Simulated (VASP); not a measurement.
Input of a VASP 6.6.1 run:

File INCAR:

```
  ALGO = Normal
  EDIFF = 1E-6
  ENCUT = 520
  GGA = PE
  ISIF = 2
  ISMEAR = 0
  LASPH = True
  LCHARG = False
  LREAL = Auto
  LWAVE = False
  NBANDS = 38
  NELM = 80
  PREC = Accurate
  SIGMA = 0.1
```

The input KPOINTS:

```
k-points
0
Gamma
  5 5 5
```

POSCAR

```
Al
1.0
    4.0416208963      4.0416208963     -4.0416208963
   -4.0416208963     -4.0416208963     -4.0416208963
   -4.0416208963      4.0416208963      4.0416208963
Al
16
Direct
    0.2500000000      0.7500000000      0.0000000000
    0.5000000000      0.5000000000      0.0000000000
    0.7500000000      0.2500000000      0.0000000000
    0.7500000000      0.7500000000      0.5000000000
    0.0000000000      0.7500000000      0.2500000000
    0.2500000000      0.5000000000      0.2500000000
    0.5000000000      0.2500000000      0.2500000000
    0.7500000000      0.0000000000      0.2500000000
    0.0000000000      0.0000000000      0.0000000000
    0.5000000000      0.7500000000      0.7500000000
    0.7500000000      0.5000000000      0.7500000000
    0.0000000000      0.5000000000      0.5000000000
    0.2500000000      0.2500000000      0.5000000000
    0.5000000000      0.0000000000      0.5000000000
    0.0000000000      0.2500000000      0.7500000000
    0.2500000000      0.0000000000      0.7500000000
```

Potentials or basis: VASP PAW PBE potentials, release 64 (Al).

Run with:

```console
$ cat potpaw_PBE.64/Al/POTCAR > POTCAR
$ mpirun -np 1 vasp_std > vasp.out
```

Task: What does it give for the band gap on the k mesh?

Result: Zero (band 24 reaches 9.24 eV, above the bottom of band 25 at 7.11 eV).

Task: Estimate the pressure.

Result: -0.2 GPa.
